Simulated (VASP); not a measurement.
**AlH2: single point with PBE**

Crystal: AlH2.

```
CELL_PARAMETERS angstrom
2.03470 -2.87058 0.00000
2.03470 2.87058 0.00000
0.00000 0.00000 2.70129
ATOMIC_POSITIONS crystal
Al 0.50000 0.50000 0.50000
H 0.86975 0.13025 0.50000
H 0.13025 0.86975 0.50000
```

The cell was generated, and may not be a known phase.

* Program: VASP 6.6.1
* Task: single point
* Functional: PBE
* Potentials or basis: VASP PAW PBE potentials, release 64 (Al, H)
* Cutoff: 520 eV
* k mesh: 6 × 6 × 6
* Occupations: gaussian, width 0.1 eV
* Spin: no spin polarisation

* Pressure: -9.6 GPa
* Largest force: 0.006 eV/Å
* Band gap on the k mesh: zero (an odd number of electrons rules out a gap without spin polarisation)

Forces on the atoms (eV/Å):
```
Al   0.000  0.000  0.000
H    0.000 -0.006  0.000
H    0.000  0.006  0.000
```

Stress tensor (GPa, compression positive):
```
 -6.93   0.00   0.00
  0.00 -19.79   0.00
  0.00   0.00  -1.94
```

Levels at points of the mesh, in eV from the Fermi level:
```
           k point  band 1  band 2  band 3  band 4  band 5  band 6  band 7  band 8
(0.00, 0.00, 0.00)   -9.84    1.28    1.31    3.57    5.95    6.34    8.98   10.88
(0.50, 0.00, 0.00)   -7.15   -6.00    0.97    2.99    8.78   10.82   12.88   14.46
(0.50, 0.50, 0.00)   -6.07   -5.03   -2.28    0.39   10.85   13.10   13.61   15.88
(0.00, 0.00, 0.50)   -7.03   -2.39    2.85    6.58    6.91    9.10    9.56    9.76
(0.50, 0.00, 0.50)   -5.07   -2.16   -0.53    2.73    4.30    6.34    9.55   11.18
(0.50, 0.50, 0.50)   -3.77   -2.54    0.23    2.64    3.59    3.79    6.96    8.06
```

Run time: 14 s on 1 thread of AMD EPYC 7R43 64-Core Processor (Zen 3) (shared host), peak memory 0.11 GiB.

Caveat: the k points lie up to 0.39 Å⁻¹ apart, too coarse for converged energies and pressures of a metal; an odd number of electrons without spin polarisation forces a metal; a magnetic or distorted state may lie lower.
